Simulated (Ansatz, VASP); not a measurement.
## One calculation of BaTiO3, two programs

```xyz
5
Lattice="4.0214 0.0000 0.0000 0.0000 4.0214 0.0000 0.0000 0.0000 4.0449" Properties=species:S:1:pos:R:3 pbc="T T T"
Ba    0.0000    0.0000    0.0000
Ti    2.0107    2.0107    2.0310
O     2.0107    2.0107    3.9830
O     2.0107    0.0000    2.0751
O     0.0000    2.0107    2.0751
```

Alike in both runs: task single point; functional r2SCAN; k mesh 6 × 6 × 6; no spin polarisation.

```csv
,VASP,Ansatz
version,VASP 6.6.1,Ansatz 0.2.0
potentials or method,"VASP PAW PBE potentials, release 64 (Ba_sv, Ti_sv, O_h), cutoff 910 eV",PAW plane waves
occupations,"fermi-dirac, width 0.1 eV",fermi-dirac
valence electrons in the cell,40,40
```

VASP gave:

- rms of the force components (eV/Å): 0.315

Estimate Ansatz's values.

rms of the force components (eV/Å): 0.312.

VASP's potentials were made for PBE, not for r2SCAN. Atom by atom the forces differ by 0.021 eV/Å (rms over components).

Spin-orbit coupling is off throughout. Noted on VASP's run: the cutoff is short for stress, so the pressure is rough.
